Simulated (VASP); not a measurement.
RbZnBr3:

```
Rb Zn Br
1.0
     5.24862    0.00000    0.00000
     0.00000    5.24862    0.00000
     0.00000    0.00000    5.24862
Rb Zn Br
1 1 3
Direct
  0.00000 0.00000 0.00000
  0.50000 0.50000 0.50000
  0.50000 0.50000 0.00000
  0.50000 0.00000 0.50000
  0.00000 0.50000 0.50000
```

Base run:

- Program: VASP 6.6.1
- Functional: r2SCAN
- Potentials or basis: VASP PAW PBE potentials, release 64 (Rb_sv, Zn, Br)
- Cutoff: 520 eV
- k mesh: 6 × 6 × 6
- Occupations: gaussian, width 0.01 eV
- Spin: no spin polarisation

Its results: band gap on the k mesh 0.77 eV, indirect (least direct gap 1.26 eV); pressure 0.1 GPa.

Problem. The run is repeated on the same cell with these changes: functional from r2SCAN to PBE; occupations from gaussian, width 0.01 eV to fermi-dirac, width 0.02 eV. What comes out?

Solution. Band gap on the k mesh 0.19 eV, indirect (least direct gap 0.67 eV); pressure 1.3 GPa.

Caveats: the PAW data sets were made with another functional, which shifts forces and pressure a little (some runs).

A k mesh can miss the band edges.
